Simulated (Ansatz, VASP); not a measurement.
Two plane-wave programs on BAs

File INCAR:

```
SYSTEM = BAs
ALGO = Normal ; EDIFF = 1E-6
ENCUT = 520 ; GGA = PE
ISIF = 2 ; ISMEAR = 0
LASPH = .True. ; LCHARG = .False.
LREAL = .False. ; LWAVE = .False.
NBANDS = 11 ; NELM = 100
PREC = Accurate ; SIGMA = 0.016
```

KPOINTS

```
k-points
0
Gamma
  10 10 10
  0 0 0
```

POSCAR

```
BAs
1.0
    0.0000000000      2.3885000000      2.3885000000
    2.3885000000      0.0000000000      2.3885000000
    2.3885000000      2.3885000000      0.0000000000
As B
1 1
Direct
    0.7500000000      0.7500000000      0.7500000000
    0.0000000000      0.0000000000      0.0000000000
```

input.yaml

```yaml
crystal:
  lattice:
    - [0.0, 2.3885, 2.3885]
    - [2.3885, 0.0, 2.3885]
    - [2.3885, 2.3885, 0.0]
  atoms:
    - { symbol: As, position: [0.75, 0.75, 0.75] }
    - { symbol: B, position: [0.0, 0.0, 0.0] }
hamiltonian:
  xc: pbe
  pseudopotentials: { kind: paw }
kpoints:
  mp_grid: { grid: [10, 10, 10] }
scf:
  occupations: { method: gaussian, width: 0.016 }
output:
  forces: true
  stress: true
  eigenvalues: true
```

Alike in both runs: task single point; functional PBE; k mesh 10 × 10 × 10; occupations gaussian, width 0.016 eV; no spin polarisation.

|  | VASP | Ansatz |
| --- | --- | --- |
| version | VASP 6.6.1 | Ansatz 0.2.0 |
| potentials or method | VASP PAW PBE potentials, release 64 (As, B) | Ansatz PAW |
| plane-wave cutoff (eV) | 520 | 420 |
| valence electrons in the cell | 8 | 18 |

Ansatz gave:

- gap on the k mesh at the Fermi level (eV): 1.18
- least direct gap on the mesh (eV): 3.28
- pressure (GPa): 2.8

**Question.** What did VASP give for the same quantities?

**Answer.** gap on the k mesh at the Fermi level (eV): 1.18; least direct gap on the mesh (eV): 3.28; pressure (GPa): 3.4.

With one functional, cell and mesh, what is left measures potentials, basis and numerics. VASP's potentials hold 8 valence electrons a cell and Ansatz's 18, so a difference there can come from the potentials and not from the codes.
